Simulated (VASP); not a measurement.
# I in VASP: a series of runs

The runs below take I through single point, relaxation of cell and atoms, with PBEsol.

Program: VASP 6.6.1. These are calculated values, not measurements. Logs are shortened: lines on timing, memory, paths and dates and some standing lists are left out, and cuts for length are marked.

## (1) The cell of the first run

The typed cell holds 1 atom: a = 3.269 Å, b = 3.269 Å, c = 3.269 Å, α = 125.62°, β = 125.61°, γ = 80.52°.

## (2) Single point, PBEsol

File INCAR:

```
SYSTEM = I
PREC     = Accurate       ! precision mode
ENCUT    = 500            ! plane-wave cutoff, eV
EDIFF    = 1E-6           ! SCF threshold, eV
ISMEAR   = -1             ! smearing method
SIGMA    = 0.1            ! smearing width, eV
LREAL    = .False.        ! projectors in reciprocal space
LASPH    = .True.         ! aspherical terms in the spheres
NELM     = 120            ! most SCF steps
ALGO     = Normal         ! electronic algorithm
ISIF     = 2              ! what is computed and relaxed
LWAVE    = .False.        ! write WAVECAR
LCHARG   = .True.         ! write CHGCAR
GGA      = PS             ! functional
LELF     = .True.         ! ELF
LVHAR    = .True.       
NBANDS   = 10             ! bands
GGA_COMPAT= .False.
```

File KPOINTS:

```
Automatic mesh
0
Gamma
  20 20 20
  0 0 0
```

File POSCAR:

```
I
1.0
   -1.4935376350      1.4937220343      2.4943145053
    1.4935376350     -1.4937220343      2.4943145053
    1.4935376350      1.4937220343     -2.4943145053
I
1
Direct
    0.0000000000      0.0000000000      0.0000000000
```

Potentials or basis: VASP PAW PBE potentials, release 64 (I).

On the command line:

```console
> cat potpaw_PBE.64/I/POTCAR > POTCAR
> mpirun -np 1 vasp_std > vasp.out
```

OUTCAR:

```text
SYSTEM = I
   PREC = Accurate
   ENCUT = 500
   EDIFF = 1E-6
   ISMEAR = -1
   LREAL = .False.
   LASPH = .True.
   NELM = 120
   ISIF = 2
   GGA = PS

 ion  position               nearest neighbor table
   1  0.000  0.000  0.000-

  LATTYP: Found a body centered orthorhombic cell.
 ALAT       =     2.9870752700
 B/A-ratio  =     1.0001234648
 C/A-ratio  =     1.6700714109

  Lattice vectors:

 A1 = (  -1.4935376350,   1.4937220343,   2.4943145053)
 A2 = (   1.4935376350,  -1.4937220343,   2.4943145053)
 A3 = (   1.4935376350,   1.4937220343,  -2.4943145053)

Analysis of symmetry for initial positions (statically):
=====================================================================
 Subroutine PRICEL returns:
 Original cell was already a primitive cell.

 Routine SETGRP: Setting up the symmetry group for a
 body centered orthorhombic supercell.

 Subroutine GETGRP returns: Found  8 space group operations
 (whereof  8 operations were pure point group operations)
 out of a pool of  8 trial point group operations.

The static configuration has the point symmetry D_2h.

Analysis of symmetry for dynamics (positions and initial velocities):
=====================================================================
 Subroutine PRICEL returns:
 Original cell was already a primitive cell.

 Routine SETGRP: Setting up the symmetry group for a
 body centered orthorhombic supercell.

 Subroutine GETGRP returns: Found  8 space group operations
 (whereof  8 operations were pure point group operations)
 out of a pool of  8 trial point group operations.

The dynamic configuration has the point symmetry D_2h.

 Subroutine INISYM returns: Found  8 space group operations
 (whereof  8 operations are pure point group operations),
 and found     1 'primitive' translations

----------------------------------------------------------------------------------------

                                     Primitive cell

  volume of cell :      22.2586

  direct lattice vectors                    reciprocal lattice vectors
    -1.493537635  1.493722034  2.494314505     0.000000000  0.334734300  0.200455876
     1.493537635 -1.493722034  2.494314505     0.334775628  0.000000000  0.200455876
     1.493537635  1.493722034 -2.494314505     0.334775628  0.334734300  0.000000000

  length of vectors
     3.268557026  3.268557026  3.268557026     0.390166131  0.390201588  0.473415011

  position of ions in fractional coordinates (direct lattice)
     0.000000000  0.000000000  0.000000000

  ion indices of the primitive-cell ions
   primitive index   ion index
                 1           1

----------------------------------------------------------------------------------------

 KPOINTS: Automatic mesh

Automatic generation of k-mesh.
 Grid dimensions read from file:
 generate k-points for:   20   20   20

 Generating k-lattice:

  Cartesian coordinates                     Fractional coordinates (reciprocal lattice)
     0.000000000  0.016736715  0.010022794     0.050000000 -0.000000000  0.000000000
     0.016738781  0.000000000  0.010022794    -0.000000000  0.050000000  0.000000000
     0.016738781  0.016736715  0.000000000     0.000000000 -0.000000000  0.050000000

  Length of vectors
     0.019508307  0.019510079  0.023670751

  Shift w.r.t. Gamma in fractional coordinates (k-lattice)
     0.000000000  0.000000000  0.000000000

 Subroutine IBZKPT returns following result:
 ===========================================

 Found   1166 irreducible k-points:

 Following reciprocal coordinates:
            Coordinates               Weight
  0.000000  0.000000  0.000000      1.000000
  0.050000 -0.000000  0.000000      4.000000
  0.100000 -0.000000  0.000000      4.000000
  0.150000 -0.000000  0.000000      4.000000
  0.200000 -0.000000  0.000000      4.000000
  0.250000 -0.000000  0.000000      4.000000
[... 16 lines left out ...]
 -0.450000  0.050000 -0.000000      8.000000
 -0.400000  0.050000 -0.000000      8.000000
 [... further k-points ...]
   k-points           NKPTS =   1166   k-points in BZ     NKDIM =   1166   number of bands    NBANDS=     10
   number of dos      NEDOS =    301   number of ions     NIONS =      1
   total plane-waves  NPLWV =  13824
   dimension x,y,z NGX =    24 NGY =   24 NGZ =   24
   dimension x,y,z NGXF=    48 NGYF=   48 NGZF=   48
   ions per type =               1
   NGX,Y,Z   is equivalent  to a cutoff of  12.21, 12.21, 12.21 a.u.
   NGXF,Y,Z  is equivalent  to a cutoff of  24.41, 24.41, 24.41 a.u.
 SYSTEM =  I
   PREC   = accura    normal or accurate (medium, high low for compatibility)
   ISTART =      0    job   : 0-new  1-cont  2-samecut
   ICHARG =      2    charge: 1-file 2-atom 10-const
   ISPIN  =      1    spin polarized calculation?
   LNONCOLLINEAR =      F non collinear calculations
   LSORBIT =      F    spin-orbit coupling
   LASPH  =      T    aspherical Exc in radial PAW
   ENCUT  =  500.0 eV  36.75 Ry    6.06 a.u.   5.96  5.96  5.96*2*pi/ulx,y,z
   NELM   =    120;   NELMIN=  2; NELMDL= -5     # of ELM steps
   EDIFF  = 0.1E-05   stopping-criterion for ELM
   LREAL  =      F    real-space projection
   EDIFFG = 0.1E-04   stopping-criterion for IOM
   NSW    =      0    number of steps for IOM
   IBRION =     -1    ionic relax: 0-MD 1-quasi-New 2-CG
   NFREE  =      0    steps in history (QN), initial steepest desc. (CG)
   ISIF   =      2    stress and relaxation
   ISYM   =      2    0-nonsym 1-usesym 2-fastsym
   POTIM  = 0.5000    time-step for ionic-motion
   TEBEG  =    0.0;   TEEND  =   0.0 temperature during run
   PSTRESS=    0.0 pullay stress
   NELECT =       7.0000    total number of electrons
   NUPDOWN=      -1.0000    fix difference up-down
   EMIN   =  10.00;   EMAX   =-10.00  energy-range for DOS
   EFERMI =   0.00;   METHOD = LEGACY
   ISMEAR =    -1;   SIGMA  =   0.10  broadening in eV -4-tet -1-fermi 0-gaus
   EFERMI_NEDOS =   21; number of points for ismear=-14 and -15
   IALGO  =     38    algorithm
   IMIX   =      4    mixing-type and parameters
     AMIX     =   0.40;   BMIX     =  1.00
     AMIX_MAG =   1.60;   BMIX_MAG =  1.00
  volume/ion in A,a.u.               =      22.26       150.21
  Fermi-wavevector in a.u.,A,eV,Ry     =   1.113290  2.103814 16.863271  1.239415
  Thomas-Fermi vector in A             =   2.249874
   LORBIT       =      0    0 simple, 1 ext, 2 COOP (PROOUT), +10 PAW based schemes
   GGA     = PS    functional components
   LHFCALC =     F    Hartree Fock is set to
   AEXX    =    0.0000 exact exchange contribution
   IVDW    =     0    specifies the selected vdW correction
   LEPSILON=     F    determine dielectric tensor
   LRPA    =     F    only Hartree local field effects (RPA)
 non-spin polarized calculation
  energy-cutoff  :      500.00
  volume of cell :       22.26
 maximum number of plane-waves:       582
   NGX = 11   NGY = 11   NGZ = 11

 number of electron       6.9999999 magnetization

 Free energy of the ion-electron system (eV)
  ---------------------------------------------------
  ext. energy  EPLUGINS =         0.00000000
  ---------------------------------------------------
  free energy    TOTEN  =        -0.77739156 eV

  energy without entropy =       -0.75819106  energy(sigma->0) =       -0.76779131

 E-fermi :  11.5024     XC(G=0): -11.3735

 val. band max:       11.4917026260   @ k =  -0.0000   0.3000   0.0000
 cond. band min:      11.5086889798   @ k =   0.1000  -0.4500   0.0500
 fundamental gap:      0.0169863538
 Fermi energy:        11.5024108242

 k-point     1 :       0.0000    0.0000    0.0000
  band No.  band energies     occupation
      1      -6.0588      2.00000
      2      13.4167      0.00000
      3      13.9260      0.00000
      4      13.9291      0.00000
      5      19.9976      0.00000
      6      21.8290      0.00000
      7      21.8326      0.00000
      8      21.9671      0.00000
      9      22.1281      0.00000
     10      23.1122      0.00000

 k-point     2 :       0.0500   -0.0000    0.0000
  band No.  band energies     occupation
      1      -6.0057      2.00000
      2      13.2065      0.00000
      3      13.5837      0.00000
      4      13.9164      0.00000
      5      20.1009      0.00000
      6      21.0207      0.00000
      7      21.9208      0.00000
      8      22.0584      0.00000
      9      22.7931      0.00000
     10      23.1596      0.00000

 k-point     3 :       0.1000   -0.0000    0.0000
  band No.  band energies     occupation
      1      -5.8467      2.00000
      2      12.2314      0.00136
      3      13.1613      0.00000
      4      13.8817      0.00000
      5      19.8724      0.00000
      6      20.6050      0.00000
      7      22.0949      0.00000
      8      22.1754      0.00000
      9      23.2783      0.00000
     10      24.2430      0.00000

 k-point     4 :       0.1500   -0.0000    0.0000
  band No.  band energies     occupation
      1      -5.5841      2.00000
      2      10.8192      1.99784
      3      12.7514      0.00001
      4      13.8336      0.00000
      5      19.2015      0.00000
      6      20.5134      0.00000
      7      22.4682      0.00000
      8      22.5592      0.00000
      9      24.1718      0.00000
     10      25.2193      0.00000
[... 222 lines left out ...]
 k-point    22 :       0.5000    0.0500    0.0000
  band No.  band energies     occupation
      1      -2.3635      2.00000
      2       2.8679      2.00000
      3      10.6361      1.99965
      4      13.2988      0.00000
      5      16.9831      0.00000
      6      20.3924      0.00000
      7      21.0012      0.00000
      8      23.2055      0.00000
      9      27.9965      0.00000
     10      29.6697      0.00000

 k-point    23 :      -0.4500    0.0500   -0.0000
  band No.  band energies     occupation
      1      -2.6445      2.00000
      2       3.3086      2.00000
      3      10.7116      1.99926
      4      13.3563      0.00000
      5      17.0495      0.00000
      6      20.5045      0.00000
      7      21.0425      0.00000
      8      23.2654      0.00000
      9      26.8675      0.00000
     10      29.2959      0.00000

 k-point    24 :      -0.4000    0.0500   -0.0000
  band No.  band energies     occupation
      1      -3.1608      2.00000
      2       4.1964      2.00000
      3      10.8815      1.99598
      4      13.4161      0.00000
      5      17.2094      0.00000
      6      20.6403      0.00000
      7      21.1715      0.00000
      8      23.5531      0.00000
      9      25.7043      0.00000
     10      28.1847      0.00000

 [... further k-points ...]

------------------------ aborting loop because EDIFF is reached ----------------------------------------

  FORCE on cell =-STRESS in cart. coord.  units (eV):
  Direction    XX          YY          ZZ          XY          YZ          ZX
  --------------------------------------------------------------------------------------
  -------------------------------------------------------------------------------------
  Total        4.4491221      4.4484755      4.4521980      0.0000000      0.0000000      0.0000000
  in kB      320.2489734    320.2024290    320.4703780      0.0000000      0.0000000      0.0000000
  external PRESSURE =     320.3072601 kB  Pullay stress =       0.0000000 kB

 VOLUME and BASIS-vectors are now :
 -----------------------------------------------------------------------------
  energy-cutoff  :      500.00
  volume of cell :       22.26
      direct lattice vectors                 reciprocal lattice vectors
    -1.493537635  1.493722034  2.494314505     0.000000000  0.334734300  0.200455876
     1.493537635 -1.493722034  2.494314505     0.334775628  0.000000000  0.200455876
     1.493537635  1.493722034 -2.494314505     0.334775628  0.334734300  0.000000000

 POSITION                                       TOTAL-FORCE (eV/Angst)
 -----------------------------------------------------------------------------------
      0.00000      0.00000      0.00000         0.000000     -0.000000      0.000000
 -----------------------------------------------------------------------------------
    total drift:                                0.000000     -0.000000     -0.000000

  FREE ENERGIE OF THE ION-ELECTRON SYSTEM (eV)
  ---------------------------------------------------
  free  energy   TOTEN  =        -0.7773915640 eV

  energy  without entropy=       -0.7581910580  energy(sigma->0) =       -0.76779131
```

Run time: 83 s. Hardware: 1 thread of Oxide Virtual Turin-like, shared host; peak memory 0.3 GiB.

What came out:

| Property | Result |
| --- | --- |
| Free energy | -0.7774 eV |
| Pressure | 32.0 GPa |
| Band gap on the k mesh | zero (an odd number of electrons rules out a gap without spin polarisation) |

Caveat: the cell stands under pressure; the PAW data sets were made with another functional, which shifts forces and pressure a little; spin-orbit coupling is left out, which moves the levels of the heavy elements; an odd number of electrons without spin polarisation forces a metal; a magnetic or distorted state may lie lower.

## (3) Relaxation of cell and atoms, PBEsol, target pressure 32 GPa, at which the enthalpy is minimised

This run uses another cell than the first one, of 22.32 Å³/atom.

File INCAR:

```
SYSTEM = I
ALGO     = Normal         ! electronic algorithm
EDIFF    = 1E-7           ! SCF threshold, eV
EDIFFG   = -0.002         ! ionic threshold
ENCUT    = 500            ! plane-wave cutoff, eV
GGA      = PS             ! functional
GGA_COMPAT= .False.      
IBRION   = 2              ! ionic algorithm
ISIF     = 3              ! what is computed and relaxed
ISMEAR   = -1             ! smearing method
LASPH    = .True.         ! aspherical terms in the spheres
LCHARG   = .False.        ! write CHGCAR
LREAL    = .False.        ! projectors in reciprocal space
LWAVE    = .False.        ! write WAVECAR
NELM     = 120            ! most SCF steps
NELMIN   = 4            
NSW      = 80             ! ionic steps
PREC     = Accurate       ! precision mode
PSTRESS  = 320.0        
SIGMA    = 0.1            ! smearing width, eV
```

File KPOINTS:

```
k-points
0
Gamma
  20 20 20
  0 0 0
```

File POSCAR:

```
I
1.0
   -1.4666300411      1.5041850619      2.5299059417
    1.4666300411     -1.5041850619      2.5299059417
    1.4666300411      1.5041850619     -2.5299059417
I
1
Direct
    0.0000000000      0.0000000000      0.0000000000
```

Potentials or basis: VASP PAW PBE potentials, release 64 (I).

On the command line:

```console
> cat potpaw_PBE.64/I/POTCAR > POTCAR
> mpirun -np 1 vasp_std > vasp.out
```

OUTCAR:

```text
SYSTEM = I
   EDIFF = 1E-7
   EDIFFG = -0.002
   ENCUT = 500
   GGA = PS
   IBRION = 2
   ISIF = 3
   ISMEAR = -1
   LASPH = .True.
   LREAL = .False.
   NELM = 120
   NELMIN = 4
   NSW = 80
   PREC = Accurate
   PSTRESS = 320.0

 ion  position               nearest neighbor table
   1  0.000  0.000  0.000-

  LATTYP: Found a body centered orthorhombic cell.
 ALAT       =     2.9332600822
 B/A-ratio  =     1.0256063354
 C/A-ratio  =     1.7249789455

  Lattice vectors:

 A1 = (  -1.4666300411,   1.5041850619,   2.5299059417)
 A2 = (   1.4666300411,  -1.5041850619,   2.5299059417)
 A3 = (   1.4666300411,   1.5041850619,  -2.5299059417)

Analysis of symmetry for initial positions (statically):
=====================================================================
 Subroutine PRICEL returns:
 Original cell was already a primitive cell.

 Routine SETGRP: Setting up the symmetry group for a
 body centered orthorhombic supercell.

 Subroutine GETGRP returns: Found  8 space group operations
 (whereof  8 operations were pure point group operations)
 out of a pool of  8 trial point group operations.

The static configuration has the point symmetry D_2h.

[... 266 lines left out ...]

[... ionic steps 4 to 19 ...]

--------------------------------------- Ionic step       20  -------------------------------------------

 number of electron       6.9999999 magnetization

------------------------ aborting loop because EDIFF is reached ----------------------------------------
[... 69 lines left out ...]
--------------------------------------- Ionic step       22  -------------------------------------------

 number of electron       6.9999999 magnetization

 Free energy of the ion-electron system (eV)
  ---------------------------------------------------
  ext. energy  EPLUGINS =         0.00000000
  ---------------------------------------------------
  free energy    TOTEN  =        -0.77886949 eV

  energy without entropy =       -0.75967337  energy(sigma->0) =       -0.76927143

 E-fermi :  11.4972     XC(G=0): -11.3718

 val. band max:       11.4907965701   @ k =  -0.2500  -0.3000   0.2000
 cond. band min:      11.5049086681   @ k =  -0.4500   0.1000   0.0500
 fundamental gap:      0.0141120980
 Fermi energy:        11.4971836077

 k-point     1 :       0.0000    0.0000    0.0000
  band No.  band energies     occupation
      1      -6.0616      2.00000
      2      13.4041      0.00000
      3      13.9182      0.00000
      4      13.9233      0.00000
      5      19.9885      0.00000
      6      21.8327      0.00000
      7      21.9476      0.00000
[... 221 lines left out ...]
 k-point    24 :      -0.4000    0.0500    0.0000
  band No.  band energies     occupation
      1      -3.1631      2.00000
      2       4.1927      2.00000
      3      10.8702      1.99622
      4      13.4118      0.00000
      5      17.1955      0.00000
      6      20.6358      0.00000
      7      21.1688      0.00000

 [... further k-points ...]

------------------------ aborting loop because EDIFF is reached ----------------------------------------

  FORCE on cell =-STRESS in cart. coord.  units (eV):
  Direction    XX          YY          ZZ          XY          YZ          ZX
  --------------------------------------------------------------------------------------
  -------------------------------------------------------------------------------------
  Total        4.4463822      4.4474551      4.4459523      0.0000000      0.0000000      0.0000000
  in kB      319.9456394    320.0228405    319.9147091      0.0000000      0.0000000      0.0000000
  external PRESSURE =      -0.0389370 kB  Pullay stress =     320.0000000 kB
[... 20 lines left out ...]
  energy  without entropy=       -0.7596733683  energy(sigma->0) =       -0.76927143

  enthalpy is  TOTEN    =         3.6682681513 eV   P V=        4.4471376437

 reached required accuracy - stopping structural energy minimisation
```

It took 13 min on 1 thread of Oxide Virtual Turin-like, shared host; peak memory 0.27 GiB.

Results:

```yaml
Free_energy: -0.7789 eV
Relaxed_volume: 22.27 Å³/atom
Relaxed_cell: a = 3.270 Å, b = 3.270 Å, c = 3.270 Å, α = 125.64°, β = 125.65°, γ = 80.48°
Space_group_after_relaxing_to_0.1_Å: I4/mmm (No. 139)
Energy_change_on_relaxing_the_run_minimises_the_enthalpy: +10.2 meV/atom
Ionic_steps: 22
Pressure_after_relaxing: 32.0 GPa
Band_gap_on_the_k_mesh: zero (an odd number of electrons rules out a gap without spin polarisation)
```

Step by step:
```tsv
step	energy change (eV)	largest force (eV/Å)	pressure (GPa)	volume (Å³)
1	0.0000	0.0000	32.14	22.32
2	-0.0130	0.0000	31.49	22.39
3	-0.0204	0.0000	31.12	22.42
4	-0.0160	0.0000	31.23	22.40
5	-0.0040	0.0000	31.54	22.34
6	0.0210	0.0000	32.24	22.21
7	0.0103	0.0000	31.94	22.27
8	0.0110	0.0000	31.95	22.26
9	0.0115	0.0000	31.98	22.26
10	0.0131	0.0000	32.07	22.25
11	0.0120	0.0000	32.04	22.26
12	0.0098	0.0000	31.98	22.27
13	0.0102	0.0000	32.00	22.27
14	0.0110	0.0000	32.04	22.26
15	0.0105	0.0000	32.02	22.26
16	0.0096	0.0000	31.99	22.27
17	0.0097	0.0000	31.99	22.27
18	0.0098	0.0000	32.00	22.27
19	0.0102	0.0000	32.01	22.27
20	0.0110	0.0000	32.03	22.26
21	0.0107	0.0000	32.02	22.26
22	0.0102	0.0000	32.00	22.27
```

Final structure:
```
I
1.0
    -1.49359    1.49329    2.49578
     1.49359   -1.49329    2.49578
     1.49359    1.49329   -2.49578
I
1
Direct
  0.00000 0.00000 0.00000
```

Caveat: the cell is relaxed towards a set pressure, so the run minimises the enthalpy, not the energy; the PAW data sets were made with another functional, which shifts forces and pressure a little; spin-orbit coupling is left out, which moves the levels of the heavy elements; an odd number of electrons without spin polarisation forces a metal; a magnetic or distorted state may lie lower.
